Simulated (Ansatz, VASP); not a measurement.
# BP: VASP beside Ansatz

Contents of INCAR:

```
SYSTEM = BP
PREC     = Accurate       ! precision mode
ENCUT    = 520            ! plane-wave cutoff, eV
EDIFF    = 1E-6           ! SCF threshold, eV
ISMEAR   = 0              ! smearing method
SIGMA    = 0.05           ! smearing width, eV
LREAL    = .FALSE.        ! projectors in reciprocal space
LASPH    = .TRUE.         ! aspherical terms in the spheres
NELM     = 80             ! most SCF steps
ALGO     = Normal         ! electronic algorithm
ISIF     = 2              ! what is computed and relaxed
LWAVE    = .FALSE.        ! write WAVECAR
LCHARG   = .FALSE.        ! write CHGCAR
GGA      = PS             ! functional
NBANDS   = 11             ! bands
```

File KPOINTS:

```
Automatic mesh
0
G
  12 12 12
  0 0 0
```

File POSCAR:

```
BP
1.0
    0.0000000000      2.2897956073      2.2897956073
    2.2897956073      0.0000000000      2.2897956073
    2.2897956073      2.2897956073      0.0000000000
B P
1 1
Direct
    0.0000000000      0.0000000000      0.0000000000
    0.7500000000      0.7500000000      0.7500000000
```

Input for Ansatz:

```yaml
crystal:
  lattice:
    - [0.0, 2.2897956073, 2.2897956073]
    - [2.2897956073, 0.0, 2.2897956073]
    - [2.2897956073, 2.2897956073, 0.0]
  atoms:
    - { symbol: B, position: [0.0, 0.0, 0.0] }
    - { symbol: P, position: [0.75, 0.75, 0.75] }
basis:
  ecutwfc: 420
  ecutrho_ratio: 4
kpoints:
  mp_grid: { grid: [12, 12, 12] }
hamiltonian:
  xc: pbesol
scf:
  occupations: { method: gaussian, width: 0.05 }
output:
  forces: true
  stress: true
  eigenvalues: true
  write_density: true
  write_potential: true
  elf: true
  volumetric_format: npy
```

Alike in both runs: task single point; functional PBEsol; k mesh 12 × 12 × 12; occupations gaussian, width 0.05 eV; no spin polarisation.

```csv
,VASP,Ansatz
version,VASP 6.6.1,Ansatz 0.2.0
potentials or method,"VASP PAW PBE potentials, release 64 (B, P), cutoff 520 eV","scalar-relativistic, plane waves, PAW"
valence electrons in the cell,8,8
```

VASP gave:

* gap on the k mesh at the Fermi level (eV): 1.16
* least direct gap on the mesh (eV): 3.32
* pressure (GPa): -6.1

What did Ansatz give for the same quantities?

gap on the k mesh at the Fermi level (eV): 1.17; least direct gap on the mesh (eV): 3.32; pressure (GPa): -6.2.

VASP's potentials were made for PBE, not for PBEsol.
